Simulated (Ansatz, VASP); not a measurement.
**Two plane-wave programs on Te**

The input INCAR:

```
PREC = Accurate
ENCUT = 520
EDIFF = 1E-7
ISMEAR = 0
SIGMA = 0.15
LREAL = F
LASPH = T
NELM = 80
ALGO = Normal
ISIF = 2
LWAVE = F
LCHARG = F
GGA = PE
NBANDS = 9
```

The input KPOINTS:

```
regular mesh
0
Gamma
  15 15 15
```

POSCAR

```
Te
1.0
    2.2125162351      1.2773968439      1.7744290234
   -2.2125162351      1.2773968439      1.7744290234
    0.0000000000     -2.5547936878      1.7744290234
Te
1
Direct
    0.5000000000      0.5000000000      0.5000000000
```

Input for Ansatz:

```yaml
crystal:
  lattice:
    - [2.2125162351, 1.2773968439, 1.7744290234]
    - [-2.2125162351, 1.2773968439, 1.7744290234]
    - [0.0, -2.5547936878, 1.7744290234]
  atoms:
    - { symbol: Te, position: [0.5, 0.5, 0.5] }
basis:
  ecutwfc: 420
kpoints:
  mp_grid: { grid: [15, 15, 15] }
hamiltonian:
  xc: pbe
scf:
  occupations: { method: gaussian, width: 0.15 }
output:
  forces: true
  stress: true
  eigenvalues: true
  write_density: true
  write_potential: true
  elf: true
  volumetric_format: npy
```

Alike in both runs: task single point; functional PBE; k mesh 15 × 15 × 15; occupations gaussian, width 0.15 eV; no spin polarisation.

```csv
,VASP,Ansatz
version,VASP 6.6.1,Ansatz 0.2.0
potentials or method,"VASP PAW PBE potentials, release 64 (Te), cutoff 520 eV","scalar-relativistic, plane waves, PAW"
valence electrons in the cell,6,16
```

Ansatz gave:

```
gap on the k mesh at the Fermi level (eV)                     : none
pressure (GPa)                                                : 5.2
traceless stress, the component that is largest in VASP (GPa) : -0.09
```

**Question.** Which values does VASP return?

**Answer.** gap on the k mesh at the Fermi level (eV): none; pressure (GPa): 5.1; traceless stress, the component that is largest in VASP (GPa): -0.09.

A gap of «none» marks a metal or a gap that the smearing closes. VASP's potentials hold 6 valence electrons a cell and Ansatz's 16, so a difference there can come from the potentials and not from the codes.

Neither program's run includes spin-orbit coupling.
